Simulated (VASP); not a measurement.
Runs of VASP 6.6.1 on ZnS3. The structure is that of space group Pm-3m (No. 221), or close to it. The cells are those of the table. 

```csv
task,cell,k mesh,cutoff (eV),gap on the mesh (eV),pressure (GPa),relaxed volume (Å³/atom)
single point,"a = 4.074 Å, 4 atoms",4 × 4 × 4,520,none,-0.1,-
single point,"a = 4.055 Å, 4 atoms",12 × 12 × 12,520,none,0.0,-
relaxation of cell and atoms,"relaxed from a = 4.074 Å, 4 atoms",12 × 12 × 12,600,none,0.0,16.66
single point,"a = 4.317 Å, 4 atoms",4 × 4 × 4,520,none,-8.5,-
relaxation of cell and atoms,"relaxed from a = 4.317 Å, 4 atoms",4 × 4 × 4,600,none,-0.1,(a)
```

Alike in all rows: level PBE; potentials or basis VASP PAW PBE potentials, release 64 (Zn, S); no spin polarisation; smearing gaussian 0.1 eV.

Problem. Fill in the values left out.

Solution. (a) 16.92.

Caveats: some runs use coarse meshes; the volume moved by over 15 % at a fixed basis, so the end points are rough (some runs).

A gap of «none» marks levels without a gap at the run's occupations.
